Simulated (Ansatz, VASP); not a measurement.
P in VASP and in Ansatz

File INCAR:

```
SYSTEM = P
  PREC = Accurate
  ENCUT = 520
  EDIFF = 1E-6
  ISMEAR = -1
  SIGMA = 0.1
  LREAL = .False.
  LASPH = .True.
  NELM = 100
  ALGO = Normal
  ISIF = 2
  LWAVE = .False.
  LCHARG = .False.
  GGA = RE
  NBANDS = 8
```

File KPOINTS:

```
regular mesh
0
Gamma
  16 16 16
  0 0 0
```

The input POSCAR:

```
P
1.0
    0.0000000000      1.9701362339      1.9701362339
    1.9701362339      0.0000000000      1.9701362339
    1.9701362339      1.9701362339      0.0000000000
P
1
Direct
    0.0000000000      0.0000000000      0.0000000000
```

Input for Ansatz:

```yaml
crystal:
  lattice:
    - [0.0, 1.9701362339, 1.9701362339]
    - [1.9701362339, 0.0, 1.9701362339]
    - [1.9701362339, 1.9701362339, 0.0]
  atoms:
    - { symbol: P, position: [0.0, 0.0, 0.0] }
hamiltonian:
  xc: revpbe
  pseudopotentials:
    kind: paw
    azcp:
      P: "pseudopotentials/P.paw.azcp"
basis:
  ecutwfc: 420
  fft_grid_basis: typed
kpoints:
  mp_grid: { grid: [16, 16, 16], shift: [0, 0, 0] }
magnetization:
  spin_polarized: false
scf:
  occupations: { method: fermi_dirac, width: 0.1 }
  lower_state_search: "off"
output:
  stress: true
```

Alike in both runs: task single point; functional revPBE; k mesh 16 × 16 × 16; occupations fermi-dirac, width 0.1 eV; no spin polarisation.

|  | VASP | Ansatz |
| --- | --- | --- |
| version | VASP 6.6.1 | Ansatz 0.2.0 |
| potentials or method | VASP PAW PBE potentials, release 64 (P), cutoff 520 eV | plane waves (420 eV) with PAW, scalar-relativistic |
| valence electrons in the cell | 5 | 5 |

Ansatz gave:

| Quantity | Value |
| --- | --- |
| pressure (GPa) | -3.0 |

Q: What did VASP give for the same quantities?

A: Pressure (GPa): -3.4.

VASP's potentials were made for PBE, not for revPBE. With one functional, cell and mesh, what is left measures potentials, basis and numerics.
